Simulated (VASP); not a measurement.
Wanted: the native input for a VASP 6.6.1 run.

```yaml
Task: single point
Functional: PBE
Potentials_or_basis: VASP PAW PBE potentials, release 64 (Sn_d, O)
Cutoff: 520 eV
k_mesh: 6 × 6 × 6
Occupations: gaussian, width 0.05 eV
Spin: no spin polarisation
Dipole_correction: no
Further_INCAR_settings: ALGO = Normal; EDIFF = 1e-06; NBANDS = 64
```

The structure of SnO2 lies in POSCAR:

```
SnO2
1.0
    4.8435291790      0.0000000000      0.0000000000
    0.0000000000      6.3799645823      0.0000000000
    0.0000000000      0.0000000000      5.3643920414
Sn O
4 8
Direct
    0.5000000000      0.6651654903      0.7500000000
    0.0000000000      0.8348345097      0.2500000000
    0.5000000000      0.3348345097      0.2500000000
    0.0000000000      0.1651654903      0.7500000000
    0.7301204269      0.6070551965      0.0781681516
    0.2301204269      0.8929448035      0.9218318484
    0.7698795731      0.8929448035      0.5781681516
    0.2698795731      0.6070551965      0.4218318484
    0.7301204269      0.3929448035      0.5781681516
    0.2301204269      0.1070551965      0.4218318484
    0.7698795731      0.1070551965      0.0781681516
    0.2698795731      0.3929448035      0.9218318484
```

One way to write it, as run:

INCAR

```
SYSTEM = SnO2
ALGO = Normal
EDIFF = 1E-6
ENCUT = 520
GGA = PE
ISIF = 2
ISMEAR = 0
LASPH = .True.
LCHARG = .False.
LREAL = .False.
LWAVE = .False.
NBANDS = 64
NELM = 80
PREC = Accurate
SIGMA = 0.05
```

KPOINTS

```
k-points
0
Gamma
  6 6 6
  0 0 0
```

Potentials or basis: VASP PAW PBE potentials, release 64 (Sn_d, O).

Command:

```console
$ cat potpaw_PBE.64/Sn_d/POTCAR potpaw_PBE.64/O/POTCAR > POTCAR
$ mpirun -np 1 vasp_std > vasp.out
```

It gave:

- Pressure: -14.5 GPa
- Largest force: 0.263 eV/Å
- Band gap on the k mesh: zero (filled and empty bands touch)

Caveat: the stress differs along the axes, from -20 to -11 GPa; semilocal functionals underestimate gaps, and a narrow one can read as zero; spin-orbit coupling is left out, which moves the levels of the heavy elements.

It took 8.3 min on 1 thread of Intel(R) Xeon(R) Platinum 8488C (Sapphire Rapids) (shared host), peak memory 0.56 GiB.
